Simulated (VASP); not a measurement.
# Si4Ge (I4/m) in VASP: single point with PBE

Aim: the single point of Si4Ge with PBE.

All numbers are computed with VASP 6.6.1; they aren't measurements. Logs are shortened: lines on timing, memory, paths and dates and some standing lists are left out, and cuts for length are marked.

**1. The cell of the first run**

Symmetry: I4/m, No. 87, tetragonal system. Conventional cell: a = 7.008 Å, b = 7.008 Å, c = 3.252 Å, α = 90.00°, β = 90.00°, γ = 90.00°. Si (site symmetry m) has 9 Si at 2.61 to 3.25 Å and 3 Ge at 2.74 to 3.09 Å within 3.4 Å. Within 3.6 Å of Ge (site symmetry 4/m) lie 12 Si at 2.74 to 3.09 Å and 2 Ge at 3.25 Å.

**2. Single point, PBE**

INCAR reads:

```
SYSTEM = Si4Ge
ALGO = Normal
EDIFF = 1E-6
ENCUT = 520
GGA = PE
ISIF = 2
ISMEAR = 0
LASPH = .True.
LCHARG = .False.
LREAL = .False.
LWAVE = .False.
NBANDS = 23
NELM = 80
PREC = Accurate
SIGMA = 0.1
```

KPOINTS reads:

```
k-points
0
Gamma
  12 12 12
  0 0 0
```

POSCAR reads:

```
Si4Ge
1.0
   -3.5041857373      3.5041857373      1.6258615728
    3.5041857373     -3.5041857373      1.6258615728
    3.5041857373      3.5041857373     -1.6258615728
Si Ge
4 1
Direct
    0.1393352743      0.6511495825      0.7904848567
    0.8606647257      0.3488504175      0.2095151433
    0.6511495825      0.8606647257      0.5118143082
    0.3488504175      0.1393352743      0.4881856918
    0.5000000000      0.5000000000      0.0000000000
```

Potentials or basis: VASP PAW PBE potentials, release 64 (Si, Ge_d).

On the command line:

```
$ cat potpaw_PBE.64/Si/POTCAR potpaw_PBE.64/Ge_d/POTCAR > POTCAR
$ mpirun -np 1 vasp_std > vasp.out
```

OUTCAR:

```text
SYSTEM = Si4Ge
   EDIFF = 1E-6
   ENCUT = 520
   GGA = PE
   ISIF = 2
   ISMEAR = 0
   LASPH = .True.
   LREAL = .False.
   NELM = 80
   PREC = Accurate

 ion  position               nearest neighbor table
   1  0.139  0.651  0.790-   4 2.61   3 2.61   4 2.61   3 2.61   2 2.64   2 2.64   5 2.74   2 2.88

   2  0.861  0.349  0.210-   3 2.61   4 2.61   3 2.61   4 2.61   1 2.64   1 2.64   5 2.74   1 2.88

   3  0.651  0.861  0.512-   2 2.61   1 2.61   2 2.61   1 2.61   4 2.64   4 2.64   5 2.74   4 2.88

   4  0.349  0.139  0.488-   1 2.61   2 2.61   1 2.61   2 2.61   3 2.64   3 2.64   5 2.74   3 2.88

   5  0.500  0.500  0.000-   3 2.74   4 2.74   2 2.74   1 2.74

  LATTYP: Found a body centered tetragonal cell.
 ALAT       =     7.0083714746
 C/A-ratio  =     0.4639769963

  Lattice vectors:

 A1 = (  -3.5041857373,   3.5041857373,   1.6258615728)
 A2 = (   3.5041857373,  -3.5041857373,   1.6258615728)
 A3 = (   3.5041857373,   3.5041857373,  -1.6258615728)

Analysis of symmetry for initial positions (statically):
=====================================================================
 Subroutine PRICEL returns:
 Original cell was already a primitive cell.

 Routine SETGRP: Setting up the symmetry group for a
 body centered tetragonal supercell.

 Subroutine GETGRP returns: Found  8 space group operations
 (whereof  8 operations were pure point group operations)
 out of a pool of 16 trial point group operations.

The static configuration has the point symmetry C_4h.

Analysis of symmetry for dynamics (positions and initial velocities):
=====================================================================
 Subroutine PRICEL returns:
 Original cell was already a primitive cell.

 Routine SETGRP: Setting up the symmetry group for a
 body centered tetragonal supercell.

 Subroutine GETGRP returns: Found  8 space group operations
 (whereof  8 operations were pure point group operations)
 out of a pool of 16 trial point group operations.

The dynamic configuration has the point symmetry C_4h.

 Subroutine INISYM returns: Found  8 space group operations
 (whereof  8 operations are pure point group operations),
 and found     1 'primitive' translations

----------------------------------------------------------------------------------------

                                     Primitive cell

  volume of cell :      79.8579

  direct lattice vectors                    reciprocal lattice vectors
    -3.504185737  3.504185737  1.625861573     0.000000000  0.142686501  0.307529256
     3.504185737 -3.504185737  1.625861573     0.142686501  0.000000000  0.307529256
     3.504185737  3.504185737 -1.625861573     0.142686501  0.142686501  0.000000000

  length of vectors
     5.215559531  5.215559531  5.215559531     0.339018703  0.339018703  0.201789184

  position of ions in fractional coordinates (direct lattice)
     0.139335274  0.651149582  0.790484857
     0.860664726  0.348850418  0.209515143
     0.651149582  0.860664726  0.511814308
     0.348850418  0.139335274  0.488185692
     0.500000000  0.500000000  0.000000000

  ion indices of the primitive-cell ions
   primitive index   ion index
                 1           1
                 2           2
                 3           3
                 4           4
                 5           5

----------------------------------------------------------------------------------------

 KPOINTS: k-points

Automatic generation of k-mesh.
 Grid dimensions read from file:
 generate k-points for:   12   12   12

 Generating k-lattice:

  Cartesian coordinates                     Fractional coordinates (reciprocal lattice)
     0.000000000  0.011890542  0.025627438     0.083333333  0.000000000  0.000000000
     0.011890542  0.000000000  0.025627438     0.000000000  0.083333333  0.000000000
     0.011890542  0.011890542  0.000000000     0.000000000  0.000000000  0.083333333

  Length of vectors
     0.028251559  0.028251559  0.016815765

  Shift w.r.t. Gamma in fractional coordinates (k-lattice)
     0.000000000  0.000000000  0.000000000

 Subroutine IBZKPT returns following result:
 ===========================================

 Found    242 irreducible k-points:

 Following reciprocal coordinates:
            Coordinates               Weight
  0.000000  0.000000  0.000000      1.000000
  0.083333  0.000000  0.000000      8.000000
  0.166667  0.000000 -0.000000      8.000000
  0.250000 -0.000000  0.000000      8.000000
  0.333333 -0.000000  0.000000      8.000000
  0.416667  0.000000 -0.000000      8.000000
[... 16 lines left out ...]
 -0.250000  0.083333 -0.000000      8.000000
 -0.083333  0.250000  0.000000      8.000000
 [... further k-points ...]
   k-points           NKPTS =    242   k-points in BZ     NKDIM =    242   number of bands    NBANDS=     23
   number of dos      NEDOS =    301   number of ions     NIONS =      5
   total plane-waves  NPLWV =  64000
   dimension x,y,z NGX =    40 NGY =   40 NGZ =   40
   dimension x,y,z NGXF=    80 NGYF=   80 NGZF=   80
   ions per type =               4   1
   NGX,Y,Z   is equivalent  to a cutoff of  12.75, 12.75, 12.75 a.u.
   NGXF,Y,Z  is equivalent  to a cutoff of  25.50, 25.50, 25.50 a.u.
 SYSTEM =  Si4Ge
   PREC   = accura    normal or accurate (medium, high low for compatibility)
   ISTART =      0    job   : 0-new  1-cont  2-samecut
   ICHARG =      2    charge: 1-file 2-atom 10-const
   ISPIN  =      1    spin polarized calculation?
   LNONCOLLINEAR =      F non collinear calculations
   LSORBIT =      F    spin-orbit coupling
   LASPH  =      T    aspherical Exc in radial PAW
   ENCUT  =  520.0 eV  38.22 Ry    6.18 a.u.   9.70  9.70  9.70*2*pi/ulx,y,z
   NELM   =     80;   NELMIN=  2; NELMDL= -5     # of ELM steps
   EDIFF  = 0.1E-05   stopping-criterion for ELM
   LREAL  =      F    real-space projection
   EDIFFG = 0.1E-04   stopping-criterion for IOM
   NSW    =      0    number of steps for IOM
   IBRION =     -1    ionic relax: 0-MD 1-quasi-New 2-CG
   NFREE  =      0    steps in history (QN), initial steepest desc. (CG)
   ISIF   =      2    stress and relaxation
   ISYM   =      2    0-nonsym 1-usesym 2-fastsym
   POTIM  = 0.5000    time-step for ionic-motion
   TEBEG  =    0.0;   TEEND  =   0.0 temperature during run
   PSTRESS=    0.0 pullay stress
   NELECT =      30.0000    total number of electrons
   NUPDOWN=      -1.0000    fix difference up-down
   EMIN   =  10.00;   EMAX   =-10.00  energy-range for DOS
   EFERMI =   0.00;   METHOD = LEGACY
   ISMEAR =     0;   SIGMA  =   0.10  broadening in eV -4-tet -1-fermi 0-gaus
   EFERMI_NEDOS =   21; number of points for ismear=-14 and -15
   IALGO  =     38    algorithm
   IMIX   =      4    mixing-type and parameters
     AMIX     =   0.40;   BMIX     =  1.00
     AMIX_MAG =   1.60;   BMIX_MAG =  1.00
  volume/ion in A,a.u.               =      15.97       107.78
  Fermi-wavevector in a.u.,A,eV,Ry     =   1.181252  2.232243 18.984983  1.395357
  Thomas-Fermi vector in A             =   2.317529
   LORBIT       =      0    0 simple, 1 ext, 2 COOP (PROOUT), +10 PAW based schemes
   GGA     = PE    functional components
   LHFCALC =     F    Hartree Fock is set to
   AEXX    =    0.0000 exact exchange contribution
   IVDW    =     0    specifies the selected vdW correction
   LEPSILON=     F    determine dielectric tensor
   LRPA    =     F    only Hartree local field effects (RPA)
 non-spin polarized calculation
 Gauss-broadening in eV      SIGMA  =   0.10
  energy-cutoff  :      520.00
  volume of cell :       79.86
 maximum number of plane-waves:      2176
   NGX = 19   NGY = 19   NGZ = 19

 number of electron      29.9999998 magnetization

 Free energy of the ion-electron system (eV)
  ---------------------------------------------------
  ext. energy  EPLUGINS =         0.00000000
  ---------------------------------------------------
  free energy    TOTEN  =       -23.90985401 eV

  energy without entropy =      -23.89973520  energy(sigma->0) =      -23.90479461

 E-fermi :   8.7498     XC(G=0): -11.0231

 val. band max:        8.7436058541   @ k =  -0.0833  -0.3333   0.0833
 cond. band min:       8.7679473744   @ k =  -0.2500   0.4167   0.0833
 fundamental gap:      0.0243415203
 Fermi energy:         8.7498189503

 k-point     1 :       0.0000    0.0000    0.0000
  band No.  band energies     occupation
      1     -16.0743      2.00000
      2     -16.0734      2.00000
      3     -16.0599      2.00000
      4     -16.0443      2.00000
      5     -16.0443      2.00000
      6      -5.0852      2.00000
[... 15 lines left out ...]
     22      14.0734      0.00000
     23      17.4620      0.00000

 k-point     2 :       0.0833    0.0000    0.0000
  band No.  band energies     occupation
      1     -16.0733      2.00000
      2     -16.0716      2.00000
      3     -16.0598      2.00000
      4     -16.0453      2.00000
      5     -16.0453      2.00000
      6      -4.9709      2.00000
[... 15 lines left out ...]
     22      15.2835      0.00000
     23      16.9616      0.00000

 k-point     3 :       0.1667    0.0000   -0.0000
  band No.  band energies     occupation
      1     -16.0729      2.00000
      2     -16.0642      2.00000
      3     -16.0594      2.00000
      4     -16.0479      2.00000
      5     -16.0479      2.00000
      6      -4.6287      2.00000
[... 15 lines left out ...]
     22      15.8120      0.00000
     23      16.1184      0.00000
[... 495 lines left out ...]
 k-point    23 :      -0.2500    0.0833   -0.0000
  band No.  band energies     occupation
      1     -16.0729      2.00000
      2     -16.0642      2.00000
      3     -16.0594      2.00000
      4     -16.0479      2.00000
      5     -16.0479      2.00000
      6      -4.5096      2.00000
[... 15 lines left out ...]
     22      15.4041      0.00000
     23      15.8282      0.00000

 k-point    24 :      -0.0833    0.2500    0.0000
  band No.  band energies     occupation
      1     -16.0729      2.00000
      2     -16.0642      2.00000
      3     -16.0594      2.00000
      4     -16.0479      2.00000
      5     -16.0479      2.00000
      6      -4.5096      2.00000
[... 15 lines left out ...]
     22      15.2120      0.00000
     23      15.6357      0.00000

 [... further k-points ...]

------------------------ aborting loop because EDIFF is reached ----------------------------------------

  FORCE on cell =-STRESS in cart. coord.  units (eV):
  Direction    XX          YY          ZZ          XY          YZ          ZX
  --------------------------------------------------------------------------------------
  -------------------------------------------------------------------------------------
  Total       -0.0175515     -0.0175515     -0.0423452      0.0000000     -0.0000000      0.0000000
  in kB       -0.3521329     -0.3521329     -0.8495652      0.0000005     -0.0000000      0.0000000
  external PRESSURE =      -0.5179437 kB  Pullay stress =       0.0000000 kB

 VOLUME and BASIS-vectors are now :
 -----------------------------------------------------------------------------
  energy-cutoff  :      520.00
  volume of cell :       79.86
      direct lattice vectors                 reciprocal lattice vectors
    -3.504185737  3.504185737  1.625861573     0.000000000  0.142686501  0.307529256
     3.504185737 -3.504185737  1.625861573     0.142686501  0.000000000  0.307529256
     3.504185737  3.504185737 -1.625861573     0.142686501  0.142686501  0.000000000

 POSITION                                       TOTAL-FORCE (eV/Angst)
 -----------------------------------------------------------------------------------
      4.56350      0.97651      0.00000        -0.003807     -0.002285      0.000000
     -1.05931      2.52767      1.62586         0.003807      0.002285     -0.000000
      2.52767      1.05931      1.62586         0.002285     -0.003807      0.000000
      0.97651      2.44487      0.00000        -0.002285      0.003807      0.000000
      0.00000      0.00000      1.62586        -0.000000      0.000000      0.000000
 -----------------------------------------------------------------------------------
    total drift:                               -0.000000     -0.000000      0.000000

  FREE ENERGIE OF THE ION-ELECTRON SYSTEM (eV)
  ---------------------------------------------------
  free  energy   TOTEN  =       -23.9098540121 eV

  energy  without entropy=      -23.8997352028  energy(sigma->0) =      -23.90479461
```

Wall time 14 min (1 thread of Intel Xeon 8259CL, shared host); peak memory 0.52 GiB.

What came out:

| Quantity | Value |
| --- | --- |
| Free energy | -23.9099 eV |
| Pressure | -0.1 GPa |
| Largest force | 0.004 eV/Å |
| Band gap on the k mesh | zero (bands 15 and 16 overlap by 3.71 eV) |

Forces on the atoms (eV/Å):
```
Si  -0.004 -0.002  0.000
Si   0.004  0.002  0.000
Si   0.002 -0.004  0.000
Si  -0.002  0.004  0.000
Ge   0.000  0.000  0.000
```

Levels at points of the mesh, in eV from the Fermi level:
```csv
k point,band 11,band 12,band 13,band 14,band 15,band 16,band 17,band 18,band 19,band 20
"(0.00, 0.00, 0.00)",-3.15,-1.92,-1.56,-1.56,0.37,1.48,1.48,2.89,3.04,3.77
"(0.50, 0.00, 0.00)",-5.87,-3.93,-3.40,-1.30,-1.17,-0.68,-0.35,1.28,1.40,2.09
"(0.50, 0.50, 0.00)",-5.44,-1.35,-0.49,-0.29,0.69,1.98,3.03,3.92,4.60,4.72
"(0.50, 0.50, 0.50)",-0.73,-0.73,-0.25,0.50,1.17,1.34,1.34,2.28,2.36,3.74
```

The gap in the log of VASP goes by the Fermi energy; the results here count the filled bands.